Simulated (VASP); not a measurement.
A run of VASP 6.6.1:

Contents of POSCAR:

```
BaS
1.0
    3.8337582597      0.0000000000      0.0000000000
    0.0000000000      3.8337582597      0.0000000000
    0.0000000000      0.0000000000      3.8337582597
Ba S
1 1
Direct
    0.0000000000      0.0000000000      0.0000000000
    0.5000000000      0.5000000000      0.5000000000
```

Contents of INCAR.step1:

```
PREC = Accurate
ENCUT = 520
EDIFF = 1E-5
ISMEAR = 0
SIGMA = 0.01
LREAL = False
LASPH = True
NELM = 80
ALGO = Normal
ISIF = 2
LWAVE = True
NBANDS = 15
GGA = PE
```

INCAR.step2

```
PREC = Accurate
ENCUT = 520
EDIFF = 1E-6
ISMEAR = 0
SIGMA = 0.01
LREAL = False
LASPH = True
NELM = 80
ALGO = Normal
ISIF = 2
LWAVE = False
LCHARG = True
GGA = PE
LHFCALC = True
AEXX = 0.25
PRECFOCK = Normal
LELF = True
LVHAR = True
NBANDS = 15
ISTART = 1
```

KPOINTS

```
regular mesh
0
Gamma
  4 4 4
```

Potentials or basis: VASP PAW PBE potentials, release 64 (Ba_sv, S).

Launch:

```console
$ cat potpaw_PBE.64/Ba_sv/POTCAR potpaw_PBE.64/S/POTCAR > POTCAR
$ cp INCAR.step1 INCAR
$ mpirun -np 1 vasp_std > vasp.out
$ cp INCAR.step2 INCAR
$ mpirun -np 1 vasp_std > vasp.out
```

Hardware: 1 thread of Intel(R) Xeon(R) Platinum 8488C (Sapphire Rapids), with other jobs on the host.

How long does it take, and how much memory?

It took 6.4 min on 1 thread of Intel(R) Xeon(R) Platinum 8488C (Sapphire Rapids), on a shared host, peak memory 0.18 GiB. Counts: k points 10.
